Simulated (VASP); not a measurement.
The system is Cs2Na.

```xyz
3
Lattice="-2.2221 2.2221 5.4512 2.2221 -2.2221 5.4512 2.2221 2.2221 -5.4512" Properties=species:S:1:pos:R:3 pbc="T T T"
Cs    0.0000    0.0000    7.2501
Cs    0.0000    0.0000    3.6523
Na    0.0000    0.0000    0.0000
```

| Item | Value |
| --- | --- |
| Program | VASP 6.6.1 |
| Task | relaxation of cell and atoms |
| Functional | PBE |
| Potentials or basis | VASP PAW PBE potentials, release 64 (Cs_sv, Na_pv) |
| Cutoff | 600 eV |
| k mesh | 6 × 6 × 6 |
| Occupations | gaussian, width 0.1 eV |
| Spin | no spin polarisation |

At the start: pressure 8.2 GPa; volume 35.89 Å³/atom.

Question: Where does the relaxation end?

Answer: Over 14 steps the energy falls by 703.3 meV/atom and the volume is 83.77 Å³/atom (+133.4 %); space group I4/mmm (No. 139, to 0.05 Å).

The path:
| step | energy change (eV) | largest force (eV/Å) | pressure (GPa) | volume (Å³) |
| --- | --- | --- | --- | --- |
| 1 | 0.0000 | 0.0340 | 8.20 | 107.67 |
| 2 | -1.1237 | 0.1820 | 3.95 | 138.89 |
| 3 | -1.9473 | 0.2011 | 0.79 | 202.64 |
| 4 | -2.0358 | 0.1740 | 0.18 | 233.81 |
| 5 | -2.0436 | 0.1632 | 0.02 | 246.46 |
| 6 | -2.0437 | 0.1598 | -0.01 | 250.05 |
| 7 | -2.0478 | 0.1519 | -0.02 | 250.22 |
| 8 | -2.0592 | 0.1297 | -0.03 | 250.74 |
| 9 | -2.0776 | 0.0831 | -0.05 | 251.69 |
| 10 | -2.0969 | 0.0126 | -0.06 | 253.31 |
| 11 | -2.0981 | 0.0434 | -0.05 | 253.76 |
| 12 | -2.1080 | 0.0321 | 0.02 | 247.77 |
| 13 | -2.1092 | 0.0283 | 0.07 | 244.24 |
| 14 | -2.1100 | 0.0001 | -0.03 | 251.30 |

Final structure:
```cif
data_structure
_symmetry_space_group_name_H-M 'P 1'
_symmetry_Int_Tables_number 1
_cell_length_a 9.2803
_cell_length_b 9.2803
_cell_length_c 9.2803
_cell_angle_alpha 145.807
_cell_angle_beta 145.807
_cell_angle_gamma 49.134
_cell_volume 251.30
loop_
_atom_site_label
_atom_site_type_symbol
_atom_site_fract_x
_atom_site_fract_y
_atom_site_fract_z
_atom_site_occupancy
Cs1 Cs 0.64287 0.64287 0.00000 1
Cs2 Cs 0.35713 0.35713 0.00000 1
Na1 Na 0.00000 0.00000 0.00000 1
```

Caveat: the volume moved by over 15 % at a fixed basis, so the end points are rough.
